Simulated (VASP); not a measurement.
# Hf3N4 (I-43d) in VASP: a series of runs, part 2 of 2

VASP 6.6.1. Earlier steps stand in the parts before.

**3. Relaxation of cell and atoms, PBEsol**

This run uses another cell than the first one, of 10.75 Å³/atom.

File INCAR:

```
SYSTEM = Hf3N4
PREC     = Accurate       ! precision mode
ENCUT    = 600            ! plane-wave cutoff, eV
EDIFF    = 1E-7           ! SCF threshold, eV
ISMEAR   = 0              ! smearing method
SIGMA    = 0.02           ! smearing width, eV
LREAL    = .FALSE.        ! projectors in reciprocal space
LASPH    = .TRUE.         ! aspherical terms in the spheres
NELM     = 120            ! most SCF steps
ALGO     = Normal         ! electronic algorithm
ISIF     = 3              ! what is computed and relaxed
LWAVE    = .FALSE.        ! write WAVECAR
LCHARG   = .FALSE.        ! write CHGCAR
GGA      = PS             ! functional
IBRION   = 2              ! ionic algorithm
NSW      = 100            ! ionic steps
EDIFFG   = -0.005         ! ionic threshold
GGA_COMPAT= .FALSE.      
NELMIN   = 4
```

File KPOINTS:

```
regular mesh
0
G
  6 6 6
  0 0 0
```

File POSCAR:

```
Hf3N4
1.0
   -3.3505000000      3.3505000000      3.3505000000
    3.3505000000     -3.3505000000      3.3505000000
    3.3505000000      3.3505000000     -3.3505000000
Hf N
6 8
Direct
    0.2500000000      0.6250000000      0.3750000000
    0.3750000000      0.2500000000      0.6250000000
    0.7500000000      0.8750000000      0.1250000000
    0.1250000000      0.7500000000      0.8750000000
    0.6250000000      0.3750000000      0.2500000000
    0.8750000000      0.1250000000      0.7500000000
    0.1260000000      0.1260000000      0.1260000000
    0.8740000000      0.5000000000      0.0000000000
    0.5000000000      0.0000000000      0.3740000000
    0.0000000000      0.8740000000      0.5000000000
    0.3740000000      0.5000000000      0.0000000000
    0.6260000000      0.6260000000      0.6260000000
    0.0000000000      0.3740000000      0.5000000000
    0.5000000000      0.0000000000      0.8740000000
```

Potentials or basis: VASP PAW PBE potentials, release 64 (Hf_pv, N).

Launch:

```sh
cat potpaw_PBE.64/Hf_pv/POTCAR potpaw_PBE.64/N/POTCAR > POTCAR
mpirun -np 1 vasp_std > vasp.out
```

OUTCAR:

```text
SYSTEM = Hf3N4
   PREC = Accurate
   ENCUT = 600
   EDIFF = 1E-7
   ISMEAR = 0
   LREAL = .FALSE.
   LASPH = .TRUE.
   NELM = 120
   ISIF = 3
   GGA = PS
   IBRION = 2
   NSW = 100
   EDIFFG = -0.005
   NELMIN = 4

 ion  position               nearest neighbor table
   1  0.250  0.625  0.375-   8 2.18   9 2.18  12 2.18  13 2.18  11 2.47   7 2.47  10 2.47  14 2.47
                             5 3.13   2 3.13   4 3.13   5 3.13   4 3.13   6 3.13   2 3.13   6 3.13
   2  0.375  0.250  0.625-   9 2.18  10 2.18  11 2.18  12 2.18   8 2.47  13 2.47   7 2.47  14 2.47
                             5 3.13   6 3.13   3 3.13   5 3.13   1 3.13   1 3.13   6 3.13   3 3.13
   3  0.750  0.875  0.125-   7 2.18  10 2.18  11 2.18  14 2.18  13 2.47   8 2.47   9 2.47  12 2.47
                             5 3.13   6 3.13   2 3.13   6 3.13   4 3.13   5 3.13   2 3.13   4 3.13
   4  0.125  0.750  0.875-   7 2.18   8 2.18  13 2.18  14 2.18  11 2.47  12 2.47   9 2.47  10 2.47
                             6 3.13   1 3.13   3 3.13   6 3.13   1 3.13   3 3.13   5 3.13   5 3.13
   5  0.625  0.375  0.250-  11 2.18  12 2.18  13 2.18  14 2.18   7 2.47   8 2.47   9 2.47  10 2.47
[... 363 lines left out ...]

------------------------ aborting loop because EDIFF is reached ----------------------------------------
[... 91 lines left out ...]
--------------------------------------- Ionic step       10  -------------------------------------------

 number of electron      99.9999999 magnetization

 Free energy of the ion-electron system (eV)
  ---------------------------------------------------
  ext. energy  EPLUGINS =         0.00000000
  ---------------------------------------------------
  free energy    TOTEN  =      -156.78932863 eV

  energy without entropy =     -156.78932863  energy(sigma->0) =     -156.78932863

 E-fermi :   6.9849     XC(G=0): -13.1331

 val. band max:        6.8177140506   @ k =   0.0000   0.0000   0.0000
 cond. band min:       7.8431263769   @ k =   0.0000   0.0000   0.0000
 fundamental gap:      1.0254123263
 Fermi energy:         6.9848701379

 k-point     1 :       0.0000    0.0000    0.0000
  band No.  band energies     occupation
      1     -23.7428      2.00000
      2     -23.7428      2.00000
      3     -23.7428      2.00000
      4     -23.6490      2.00000
      5     -23.6490      2.00000
      6     -23.6490      2.00000
[... 1038 lines left out ...]
  FREE ENERGIE OF THE ION-ELECTRON SYSTEM (eV)
  ---------------------------------------------------
  free  energy   TOTEN  =      -156.7893286282 eV

  energy  without entropy=     -156.7893286282  energy(sigma->0) =     -156.78932863

 reached required accuracy - stopping structural energy minimisation
```

OSZICAR:

```text
N       E                     dE             d eps       ncg     rms          rms(c)
DAV:   1     0.611406683086E+03    0.61141E+03   -0.60911E+04  1920   0.188E+03
DAV:   2    -0.130162605877E+03   -0.74157E+03   -0.71583E+03  2344   0.467E+02
DAV:   3    -0.180035957568E+03   -0.49873E+02   -0.49483E+02  2248   0.105E+02
DAV:   4    -0.181053025817E+03   -0.10171E+01   -0.10128E+01  2296   0.166E+01
[... 102 lines left out ...]
DAV:   2    -0.156789339874E+03   -0.36325E-04   -0.53208E-04  2304   0.866E-02    0.715E-02
DAV:   3    -0.156789334333E+03    0.55409E-05   -0.87067E-06  2336   0.140E-02    0.509E-02
DAV:   4    -0.156789328104E+03    0.62291E-05   -0.21953E-05  2184   0.222E-02    0.638E-03
DAV:   5    -0.156789328563E+03   -0.45901E-06   -0.45207E-06  2224   0.890E-03    0.635E-03
DAV:   6    -0.156789328628E+03   -0.64927E-07   -0.97284E-08  1244   0.178E-03
  10 F= -.15678933E+03 E0= -.15678933E+03  d E =-.471992E-04
```

CONTCAR:

```text
Hf3N4
   1.00000000000000
    -3.3145441205094448    3.3145441205094448    3.3145441205094448
     3.3145441205094448   -3.3145441205094448    3.3145441205094448
     3.3145441205094448    3.3145441205094448   -3.3145441205094448
  Hf              N
     6     8
Direct
     0.2500000000000000    0.6250000000000000    0.3750000000000000
[... 17 lines left out ...]
  0.00000000E+00  0.00000000E+00  0.00000000E+00
  0.00000000E+00  0.00000000E+00  0.00000000E+00
  0.00000000E+00  0.00000000E+00  0.00000000E+00
  0.00000000E+00  0.00000000E+00  0.00000000E+00
  0.00000000E+00  0.00000000E+00  0.00000000E+00
  0.00000000E+00  0.00000000E+00  0.00000000E+00
  0.00000000E+00  0.00000000E+00  0.00000000E+00
  0.00000000E+00  0.00000000E+00  0.00000000E+00
  0.00000000E+00  0.00000000E+00  0.00000000E+00
  0.00000000E+00  0.00000000E+00  0.00000000E+00
  0.00000000E+00  0.00000000E+00  0.00000000E+00
```

It took 12 min on 1 thread of Intel Xeon 6975P-C (Granite Rapids), shared host; peak memory 0.42 GiB.

What came out:

```
Free energy                           : -156.7893 eV
Relaxed volume                        : 10.40 Å³/atom
Relaxed cell                          : a = 5.741 Å, b = 5.741 Å, c = 5.741 Å, α = 109.47°, β = 109.47°, γ = 109.47°
Space group after relaxing (to 0.1 Å) : I-43d (No. 220)
Energy gained by relaxing             : 11.8 meV/atom
Ionic steps                           : 10
Pressure after relaxing               : 0.0 GPa
Band gap on the k mesh                : 1.03 eV
```

Step by step:
| step | energy change (eV) | largest force (eV/Å) | pressure (GPa) | volume (Å³) |
| --- | --- | --- | --- | --- |
| 1 | 0.0000 | 0.2431 | -4.73 | 150.45 |
| 2 | 0.0325 | 0.5390 | 8.50 | 143.64 |
| 3 | -0.0509 | 0.3733 | 0.78 | 147.41 |
| 4 | -0.0979 | 0.2923 | 0.66 | 146.88 |
| 5 | -0.1634 | 0.0253 | 0.90 | 145.27 |
| 6 | -0.1530 | 0.0433 | -2.75 | 147.05 |
| 7 | -0.1647 | 0.0081 | 0.00 | 145.70 |
| 8 | -0.1647 | 0.0084 | 0.01 | 145.69 |
| 9 | -0.1647 | 0.0057 | 0.01 | 145.68 |
| 10 | -0.1647 | 0.0004 | 0.02 | 145.66 |

Final structure:
```yaml
crystal:
  lattice:
    - [-3.31454, 3.31454, 3.31454]
    - [3.31454, -3.31454, 3.31454]
    - [3.31454, 3.31454, -3.31454]
  atoms:
    - { symbol: Hf, position: [0.25000, 0.62500, 0.37500] }
    - { symbol: Hf, position: [0.37500, 0.25000, 0.62500] }
    - { symbol: Hf, position: [0.75000, 0.87500, 0.12500] }
    - { symbol: Hf, position: [0.12500, 0.75000, 0.87500] }
    - { symbol: Hf, position: [0.62500, 0.37500, 0.25000] }
    - { symbol: Hf, position: [0.87500, 0.12500, 0.75000] }
    - { symbol: N, position: [0.14007, 0.14007, 0.14007] }
    - { symbol: N, position: [0.85993, 0.50000, 0.00000] }
    - { symbol: N, position: [0.50000, 0.00000, 0.35993] }
    - { symbol: N, position: [0.00000, 0.85993, 0.50000] }
    - { symbol: N, position: [0.35993, 0.50000, 0.00000] }
    - { symbol: N, position: [0.64007, 0.64007, 0.64007] }
    - { symbol: N, position: [0.00000, 0.35993, 0.50000] }
    - { symbol: N, position: [0.50000, 0.00000, 0.85993] }
```

Caveat: the PAW data sets were made with another functional, which shifts forces and pressure a little; spin-orbit coupling is left out, which moves the levels of the heavy elements.
